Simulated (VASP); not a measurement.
MgZn5O6, 12 atoms in the cell. The structure is tetragonal, space group P4/mmm (No. 123). Conventional cell: a = 3.055 Å, b = 3.055 Å, c = 12.946 Å, α = 90.00°, β = 90.00°, γ = 90.00°. Within 2.8 Å of Mg (site symmetry 4/mmm) lie 6 O at 2.13 to 2.16 Å. Zn (site symmetry 4mm) has 6 O at 2.15 to 2.16 Å within 2.8 Å. Zn (site symmetry 4mm) has 6 O at 2.16 to 2.17 Å within 2.9 Å. Within 2.9 Å of Zn (site symmetry 4/mmm) lie 6 O at 2.16 to 2.17 Å. Within 2.8 Å of O (site symmetry 4/mmm) lie 2 Zn at 2.15 Å and 4 Mg at 2.16 Å. O (site symmetry 4mm) has 1 Mg at 2.13 Å and 5 Zn at 2.16 to 2.17 Å within 2.8 Å. O (site symmetry 4mm) has 6 Zn at 2.15 to 2.17 Å within 2.8 Å. O (site symmetry 4/mmm) has 6 Zn at 2.16 to 2.17 Å within 2.9 Å. 

```yaml
Program: VASP 6.6.1
Task: single point
Functional: PBE
Potentials_or_basis: VASP PAW PBE potentials, release 64 (Mg, Zn, O)
Cutoff: 520 eV
k_mesh: 6 × 6 × 2
Occupations: gaussian, width 0.1 eV
Spin: no spin polarisation
Dipole_correction: no
Further_INCAR_settings: ALGO = Normal; EDIFF = 1e-06; NBANDS = 61
```

Potentials or basis: VASP PAW PBE potentials, release 64 (Mg, Zn, O).

The run is started by

```console
$ cat potpaw_PBE.64/Mg/POTCAR potpaw_PBE.64/Zn/POTCAR potpaw_PBE.64/O/POTCAR > POTCAR
$ mpirun -np 1 vasp_std > vasp.out
```

Hardware: 1 thread of Intel(R) Xeon(R) 6975P-C (Granite Rapids), on a shared host.

Task: Estimate the wall time of this run.

Result: Wall time 83 s on 1 thread of Intel(R) Xeon(R) 6975P-C (Granite Rapids), with other jobs on the host, peak memory 0.27 GiB. Counts: scf iterations 16, k points 20.
